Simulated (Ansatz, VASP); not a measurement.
## WS2 in VASP and in Ansatz

```
CELL_PARAMETERS angstrom
3.18352 0.00000 0.00000
-1.59176 2.75701 0.00000
0.00000 0.00000 17.84048
ATOMIC_POSITIONS crystal
W 0.33333 0.66667 0.00000
S 0.66667 0.33333 0.90800
S 0.66667 0.33333 0.09200
```

Change from the starting cell: strain +0.0525 x Voigt [0, 0, 1, 0, 0, 0], atoms carried along.

Alike in both runs: task single point; functional PBEsol; k mesh 6 × 6 × 1; occupations gaussian, width 0.05 eV; no spin polarisation.

|  | VASP | Ansatz |
| --- | --- | --- |
| version | VASP 6.6.1 | Ansatz 0.2.0 |
| potentials or method | VASP PAW PBE potentials, release 64 (W_sv, S), cutoff 500 eV | scalar-relativistic, plane waves, PAW |
| valence electrons in the cell | 26 | 26 |

VASP gave:

```
gap on the k mesh at the Fermi level (eV) : 1.74
least direct gap on the mesh (eV)         : 1.97
rms of the force components (eV/Å)        : 0.739
```

Estimate Ansatz's values.

gap on the k mesh at the Fermi level (eV): 1.74; least direct gap on the mesh (eV): 1.97; rms of the force components (eV/Å): 0.748.

VASP's potentials were made for PBE, not for PBEsol. Atom by atom the forces differ by 0.009 eV/Å (rms over components).

Neither program's run includes spin-orbit coupling.
